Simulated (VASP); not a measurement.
KTaO3, 5 atoms in the cell. Symmetry: Pm-3m, No. 221, cubic system. Conventional cell: a = 3.988 Å, b = 3.988 Å, c = 3.988 Å, α = 90.00°, β = 90.00°, γ = 90.00°. Within 2.6 Å of Ta (site symmetry m-3m) lie 6 O at 1.99 Å. K (site symmetry m-3m) has 12 O at 2.82 Å and 8 Ta at 3.45 Å within 3.7 Å. O (site symmetry 4/mmm) has 2 Ta at 1.99 Å within 2.6 Å. 

```yaml
Program: VASP 6.6.1
Task: density of states
Functional: PBEsol
Potentials_or_basis: VASP PAW PBE potentials, release 64 (Ta_pv, K_sv, O)
Cutoff: 520 eV
k_mesh: 7 × 7 × 7
Occupations: fermi-dirac, width 0.05 eV
Spin: no spin polarisation
Hubbard_terms: Ta d U = 1.0 eV
Dipole_correction: no
k_mesh_for_the_DOS: 11 × 11 × 11
Occupations_for_the_DOS: tetrahedron
Further_INCAR_settings: ALGO = Normal; EDIFF = 1e-06
```

Potentials or basis: VASP PAW PBE potentials, release 64 (Ta_pv, K_sv, O).

Run with:

```console
$ cat potpaw_PBE.64/Ta_pv/POTCAR potpaw_PBE.64/K_sv/POTCAR potpaw_PBE.64/O/POTCAR > POTCAR
$ cp INCAR.step1 INCAR
$ cp KPOINTS.step1 KPOINTS
$ mpirun -np 1 vasp_std > vasp.out
$ cp INCAR.step2 INCAR
$ cp KPOINTS.step2 KPOINTS
$ mpirun -np 1 vasp_std > vasp.out
```

Hardware: 1 thread of Intel(R) Xeon(R) 6975P-C (Granite Rapids) (shared host).

How long does it take, and how much memory?

Wall time 58 s on 1 thread of Intel(R) Xeon(R) 6975P-C (Granite Rapids), with other jobs on the host, peak memory 0.21 GiB. Counts: k points 56.
